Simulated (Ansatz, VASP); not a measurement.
# Ti: VASP beside Ansatz

```
CELL_PARAMETERS angstrom
0.00000 2.19067 2.02790
2.19067 0.00000 2.02790
2.19067 2.19067 0.00000
ATOMIC_POSITIONS crystal
Ti 0.00000 0.00000 0.00000
```

Alike in both runs: task single point; functional PBE; k mesh 20 × 20 × 20; occupations gaussian, width 0.15 eV; no spin polarisation.

|  | VASP | Ansatz |
| --- | --- | --- |
| version | VASP 6.6.1 | Ansatz 0.2.0 |
| potentials or method | VASP PAW PBE potentials, release 64 (Ti_sv), cutoff 520 eV | scalar-relativistic, plane waves, PAW |
| valence electrons in the cell | 12 | 12 |

|  | VASP | Ansatz | Ansatz less VASP |
| --- | --- | --- | --- |
| gap on the k mesh at the Fermi level (eV) | none | none | - |
| pressure (GPa) | -9.1 | -9.9 | -0.88 |
| traceless stress, the component that is largest in VASP (GPa) | 1.54 | 1.50 | -0.044 |

A gap of «none» marks a metal or a gap that the smearing closes.
